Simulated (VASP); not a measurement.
Input of a VASP 6.6.1 run:

INCAR

```
ALGO = Normal ; EDIFF = 1E-7
ENCUT = 520 ; GGA = PE
ISIF = 2 ; ISMEAR = 0
LASPH = T ; LCHARG = F
LREAL = F ; LWAVE = F
NBANDS = 30 ; NELM = 100
PREC = Accurate ; SIGMA = 0.1
```

File KPOINTS:

```
k-points
0
Gamma
  4 4 4
```

POSCAR

```
InAsS4
1.0
    0.0000000000      4.0290332200      4.0290332200
    4.0290332200      0.0000000000      4.0290332200
    4.0290332200      4.0290332200      0.0000000000
In As S
1 1 4
Direct
    0.7500000000      0.7500000000      0.7500000000
    0.0000000000      0.0000000000      0.0000000000
    0.8769448700      0.3743517100      0.3743517100
    0.3743517100      0.3743517100      0.3743517100
    0.3743517100      0.3743517100      0.8769448700
    0.3743517100      0.8769448700      0.3743517100
```

Potentials or basis: VASP PAW PBE potentials, release 64 (In_d, As, S).

The run is started by

```bash
$ cat potpaw_PBE.64/In_d/POTCAR potpaw_PBE.64/As/POTCAR potpaw_PBE.64/S/POTCAR > POTCAR
$ mpirun -np 1 vasp_std > vasp.out
```

(1) What does it give for the pressure?

(2) Estimate the band gap on the k mesh.

(3) What does it give for the largest force?

## Answers

(1) -4.9 GPa.

(2) zero (band 21 reaches 5.88 eV, above the bottom of band 22 at 5.08 eV).

(3) 0.062 eV/Å.

Caveat: spin-orbit coupling is left out, which moves the levels of the heavy elements.
